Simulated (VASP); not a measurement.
A run of VASP 6.6.1 is set up as follows.

Contents of INCAR:

```
ALGO = Fast
EDIFF = 1E-6
ENCUT = 520
GGA = PE
ISIF = 2
ISMEAR = 0
LASPH = True
LCHARG = True
LELF = True
LREAL = False
LVHAR = True
LWAVE = False
NBANDS = 13
NELM = 80
PREC = Accurate
SIGMA = 0.018000000000000002
```

File KPOINTS:

```
k-points
0
Gamma
  9 9 9
```

Contents of POSCAR:

```
Pb
1.0
    0.0000000000      2.4750200000      2.4750200000
    2.4750200000      0.0000000000      2.4750200000
    2.4750200000      2.4750200000      0.0000000000
Pb
1
Direct
    0.0000000000      0.0000000000      0.0000000000
```

Potentials or basis: VASP PAW PBE potentials, release 64 (Pb_d).

The run is started by

```sh
$ cat potpaw_PBE.64/Pb_d/POTCAR > POTCAR
$ mpirun -np 1 vasp_std > vasp.out
```

Problem. Predict the band gap on the k mesh.

Solution. Zero (band 7 reaches 14.70 eV, above the bottom of band 8 at 5.74 eV).

Problem. Predict the pressure.

Solution. 2.2 GPa.

Caveat: spin-orbit coupling is left out, which moves the levels of the heavy elements.
